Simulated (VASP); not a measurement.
Crystal: Cr.

```xyz
2
Lattice="1.6208 0.9358 3.0056 -1.6208 0.9358 3.0056 0.0000 -1.8716 3.0056" Properties=species:S:1:pos:R:3 pbc="T T T"
Cr    0.0000    0.0000    2.0517
Cr    0.0000    0.0000    6.9652
```

| Property | Result |
| --- | --- |
| Program | VASP 6.6.1 |
| Task | relaxation of cell and atoms |
| Functional | PBE |
| Potentials or basis | VASP PAW PBE potentials, release 64 (Cr_pv) |
| Cutoff | 600 eV |
| k mesh | 6 × 6 × 6 |
| Occupations | gaussian, width 0.1 eV |
| Spin | no spin polarisation |

At the start: pressure -1.2 GPa; volume 13.68 Å³/atom.

**Question.** Where does the relaxation end?

**Answer.** Over 20 steps the energy falls by 844.5 meV/atom and the volume is 11.83 Å³/atom (-13.5 %); space group R-3m (No. 166, to 0.05 Å).

Step by step:
| step | energy change (eV) | largest force (eV/Å) | pressure (GPa) | volume (Å³) |
| --- | --- | --- | --- | --- |
| 1 | 0.0000 | 2.9601 | -1.19 | 27.35 |
| 2 | -0.6382 | 0.4235 | -11.31 | 26.92 |
| 3 | -0.8003 | 0.0353 | -11.98 | 26.61 |
| 4 | -0.4241 | 4.1129 | 6.74 | 25.92 |
| 5 | -0.8367 | 0.5475 | -10.74 | 26.49 |
| 6 | -1.0816 | 3.1382 | 22.15 | 22.97 |
| 7 | -1.1329 | 2.2086 | 10.12 | 23.90 |
| 8 | -1.4714 | 1.9550 | 10.31 | 23.43 |
| 9 | -1.4921 | 1.6170 | 12.72 | 23.00 |
| 10 | -1.5241 | 1.6214 | 11.54 | 23.16 |
| 11 | -1.6291 | 0.6451 | -5.83 | 24.58 |
| 12 | -1.6291 | 0.6631 | -5.63 | 24.55 |
| 13 | -1.6666 | 0.4114 | -2.98 | 24.11 |
| 14 | -1.6827 | 0.1177 | 1.91 | 23.55 |
| 15 | -1.6828 | 0.1395 | 1.47 | 23.59 |
| 16 | -1.6881 | 0.0469 | 0.01 | 23.70 |
| 17 | -1.6887 | 0.0175 | -0.59 | 23.75 |
| 18 | -1.6888 | 0.0115 | -0.64 | 23.76 |
| 19 | -1.6888 | 0.0101 | -0.63 | 23.76 |
| 20 | -1.6889 | 0.0020 | 0.43 | 23.67 |

Final structure:
```
Cr
1.0
     1.34959    0.77919    3.75103
    -1.34959    0.77919    3.75103
     0.00000   -1.55838    3.75103
Cr
2
Direct
  0.25000 0.25000 0.25000
  0.75000 0.75000 0.75000
```

Caveat: the k points lie up to 0.46 Å⁻¹ apart in the final cell; the run has no spin polarisation, though such a crystal can be magnetic.
